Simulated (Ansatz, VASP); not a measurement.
Sr in VASP and in Ansatz

```
Sr
1.0
     4.31000    0.00000    0.00000
    -2.15500    3.73257    0.00000
     0.00000    0.00000    6.83850
Sr
2
Direct
  0.33333 0.66667 0.25000
  0.66667 0.33333 0.75000
```

Change from the starting cell: strain +0.000 along x and y, -0.030 along z, atoms carried along.

Alike in both runs: task single point; functional PBEsol; k mesh 15 × 15 × 8; occupations gaussian, width 0.15 eV; no spin polarisation.

```csv
,VASP,Ansatz
version,VASP 6.6.1,Ansatz 0.2.0
potentials or method,"VASP PAW PBE potentials, release 64 (Sr_sv), cutoff 520 eV","scalar-relativistic, plane waves, PAW"
valence electrons in the cell,20,20
```

|  | VASP | Ansatz | Ansatz less VASP |
| --- | --- | --- | --- |
| gap on the k mesh at the Fermi level (eV) | none | none | - |
| pressure (GPa) | -0.5 | -0.5 | -0.01 |
| traceless stress, the component that is largest in VASP (GPa) | 0.44 | 0.44 | -0.001 |

VASP's potentials were made for PBE, not for PBEsol. A gap of «none» marks a metal or a gap that the smearing closes.
